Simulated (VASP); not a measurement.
Input of a VASP 6.6.1 run:

POSCAR

```
Y
1.0
    3.4436880459      0.0000000000      0.0000000000
   -1.7218440230      2.9823213305      0.0000000000
    0.0000000000      0.0000000000      3.3014306519
Y
1
Direct
    0.0000000000      0.0000000000      0.0000000000
```

Contents of INCAR.step1:

```
  ALGO = Normal
  EDIFF = 1E-4
  ENCUT = 520
  GGA = PE
  ISMEAR = 0
  LASPH = True
  LCHARG = False
  LREAL = False
  LWAVE = True
  NBANDS = 12
  NELM = 100
  PREC = Accurate
  SIGMA = 0.1
```

File INCAR.step2:

```
  ALGO = Normal
  EDIFF = 1E-7
  ENCUT = 520
  ISIF = 2
  ISMEAR = 0
  ISTART = 1
  LASPH = True
  LCHARG = True
  LELF = True
  LMIXTAU = True
  LREAL = False
  LVHAR = True
  LWAVE = False
  METAGGA = R2SCAN
  NBANDS = 12
  NELM = 100
  PREC = Accurate
  SIGMA = 0.1
```

KPOINTS

```
k-points
0
Gamma
  18 18 18
```

Potentials or basis: VASP PAW PBE potentials, release 64 (Y_sv).

Run with:

```sh
$ cat potpaw_PBE.64/Y_sv/POTCAR > POTCAR
$ cp INCAR.step1 INCAR
$ mpirun -np 1 vasp_std > vasp.out
$ cp INCAR.step2 INCAR
$ mpirun -np 1 vasp_std > vasp.out
```

Estimate the band gap on the k mesh.

zero (an odd number of electrons rules out a gap without spin polarisation).

Estimate the pressure.

0.1 GPa.

Caveat: the PAW data sets were made with another functional, which shifts forces and pressure a little.
